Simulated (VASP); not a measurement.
Input of a VASP 6.6.1 run:

Contents of POSCAR:

```
AlNi
1.0
    2.0223875383     -2.0221672871      0.0000000000
    2.0223875383      2.0221672871      0.0000000000
    0.0000000000      0.0000000000      2.8700173037
Al Ni
1 1
Direct
    0.0372288097     -0.0400957449     -0.0563357871
    0.4627711903      0.5400957449      0.5563357871
```

The input INCAR.step1:

```
SYSTEM = AlNi
ALGO     = Normal         ! electronic algorithm
EDIFF    = 1E-4           ! SCF threshold, eV
ENCUT    = 520            ! plane-wave cutoff, eV
GGA      = PE             ! functional
ISMEAR   = 0              ! smearing method
LASPH    = .True.         ! aspherical terms in the spheres
LCHARG   = .False.        ! write CHGCAR
LREAL    = .False.        ! projectors in reciprocal space
LWAVE    = .True.         ! write WAVECAR
NBANDS   = 14             ! bands
NELM     = 60             ! most SCF steps
PREC     = Accurate       ! precision mode
SIGMA    = 0.15           ! smearing width, eV
```

The input INCAR.step2:

```
SYSTEM = AlNi
ALGO     = Normal         ! electronic algorithm
EDIFF    = 1E-6           ! SCF threshold, eV
ENCUT    = 520            ! plane-wave cutoff, eV
ISIF     = 2              ! what is computed and relaxed
ISMEAR   = 0              ! smearing method
ISTART   = 1            
LASPH    = .True.         ! aspherical terms in the spheres
LCHARG   = .False.        ! write CHGCAR
LMIXTAU  = .True.       
LREAL    = .False.        ! projectors in reciprocal space
LWAVE    = .False.        ! write WAVECAR
METAGGA  = R2SCAN         ! meta-GGA
NBANDS   = 14             ! bands
NELM     = 60             ! most SCF steps
PREC     = Accurate       ! precision mode
SIGMA    = 0.15           ! smearing width, eV
```

Contents of KPOINTS:

```
k-points
0
Gamma
  12 12 12
  0 0 0
```

Potentials or basis: VASP PAW PBE potentials, release 64 (Al, Ni).

Launch:

```console
$ cat potpaw_PBE.64/Al/POTCAR potpaw_PBE.64/Ni/POTCAR > POTCAR
$ cp INCAR.step1 INCAR
$ mpirun -np 1 vasp_std > vasp.out
$ cp INCAR.step2 INCAR
$ mpirun -np 1 vasp_std > vasp.out
```

(1) Predict the pressure.

(2) Predict the largest force.

Results:

(1) 15.2 GPa.

(2) 4.218 eV/Å.

Caveat: the cell differs from its parent crystal (atom 2 moved 0.45 Å); the PAW data sets were made with another functional, which shifts forces and pressure a little.
